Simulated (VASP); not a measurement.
Crystal: SnCl.

```
CELL_PARAMETERS angstrom
3.49755 0.00000 0.00000
-1.74877 3.02896 0.00000
0.00000 0.00000 10.06221
ATOMIC_POSITIONS crystal
Sn 0.66667 0.33333 0.82051
Sn 0.33333 0.66667 0.32051
Cl 0.66667 0.33333 0.55449
Cl 0.33333 0.66667 0.05449
```

| Property | Result |
| --- | --- |
| Program | VASP 6.6.1 |
| Task | relaxation of cell and atoms |
| Functional | PBE |
| Dispersion | D4 |
| Potentials or basis | VASP PAW PBE potentials, release 64 (Sn_d, Cl) |
| Cutoff | 600 eV |
| k mesh | 9 × 9 × 3 |
| Occupations | fermi-dirac, width 0.05 eV |
| Spin | no spin polarisation |

At the start: pressure -1.2 GPa; volume 26.65 Å³/atom.

Task: How do energy, volume and symmetry change on relaxing?

Result: Over 15 steps the energy falls by 11.7 meV/atom and the volume is 25.33 Å³/atom (-4.9 %); space group P6_3mc (No. 186, to 0.05 Å).

The path:
| step | energy change (eV) | largest force (eV/Å) | pressure (GPa) | volume (Å³) |
| --- | --- | --- | --- | --- |
| 1 | 0.0000 | 0.1603 | -1.22 | 106.60 |
| 2 | -0.0235 | 0.0819 | -0.62 | 103.50 |
| 3 | -0.0249 | 0.0671 | -0.31 | 102.81 |
| 4 | -0.0379 | 0.0480 | 0.35 | 100.47 |
| 5 | -0.0388 | 0.0426 | 0.56 | 99.78 |
| 6 | -0.0415 | 0.0720 | -0.18 | 100.76 |
| 7 | -0.0420 | 0.0636 | 0.04 | 100.47 |
| 8 | -0.0429 | 0.0588 | 0.00 | 100.64 |
| 9 | -0.0447 | 0.0430 | -0.09 | 101.15 |
| 10 | -0.0449 | 0.0011 | -0.19 | 102.19 |
| 11 | -0.0454 | 0.0222 | -0.16 | 101.71 |
| 12 | -0.0461 | 0.0160 | -0.12 | 101.60 |
| 13 | -0.0468 | 0.0055 | -0.04 | 101.43 |
| 14 | -0.0463 | 0.0185 | 0.15 | 101.07 |
| 15 | -0.0469 | 0.0013 | 0.01 | 101.33 |

Final structure:
```cif
data_structure
_symmetry_space_group_name_H-M 'P 1'
_symmetry_Int_Tables_number 1
_cell_length_a 3.4133
_cell_length_b 3.4133
_cell_length_c 10.0423
_cell_angle_alpha 90.000
_cell_angle_beta 90.000
_cell_angle_gamma 120.000
_cell_volume 101.33
loop_
_atom_site_label
_atom_site_type_symbol
_atom_site_fract_x
_atom_site_fract_y
_atom_site_fract_z
_atom_site_occupancy
Sn1 Sn 0.66667 0.33333 0.81470 1
Sn2 Sn 0.33333 0.66667 0.31470 1
Cl1 Cl 0.66667 0.33333 0.56031 1
Cl2 Cl 0.33333 0.66667 0.06030 1
```

Caveat: pairwise dispersion overbinds metals, which lowers pressure and volume.
